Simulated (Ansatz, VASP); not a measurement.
## SnPt2Se3 in VASP and in Ansatz

```xyz
6
Lattice="4.5147 0.0000 0.0000 -2.2574 3.9099 0.0000 0.0000 0.0000 8.0453" Properties=species:S:1:pos:R:3 pbc="T T T"
Sn    0.0000    0.0000    0.7552
Pt    0.0000    2.6066    2.5494
Pt    2.2574    1.3033    2.5494
Se    0.0000    2.6066    6.6573
Se    2.2574    1.3033    6.6573
Se    0.0000    0.0000    3.6244
```

Alike in both runs: functional PBE; k mesh 12 × 12 × 6; occupations gaussian, width 0.1 eV; no spin polarisation.

Ansatz relaxed the structure, and its values are those at the end. VASP's run is a single point on that final structure, the one shown.

|  | VASP | Ansatz |
| --- | --- | --- |
| version | VASP 6.6.1 | Ansatz 0.2.0 |
| potentials or method | VASP PAW PBE potentials, release 64 (Sn_d, Pt, Se), cutoff 520 eV | scalar-relativistic, plane waves, PAW |
| valence electrons in the cell | 52 | 98 |

VASP gave:

```
gap on the k mesh at the Fermi level (eV) : none
pressure (GPa)                            : -0.1
rms of the force components (eV/Å)        : 0.004
```

Estimate Ansatz's values.

gap on the k mesh at the Fermi level (eV): none; pressure (GPa): 0.0; rms of the force components (eV/Å): 0.002.

A gap of «none» marks a metal or a gap that the smearing closes. VASP's potentials hold 52 valence electrons a cell and Ansatz's 98, so a difference there can come from the potentials and not from the codes.

Neither program's run includes spin-orbit coupling.
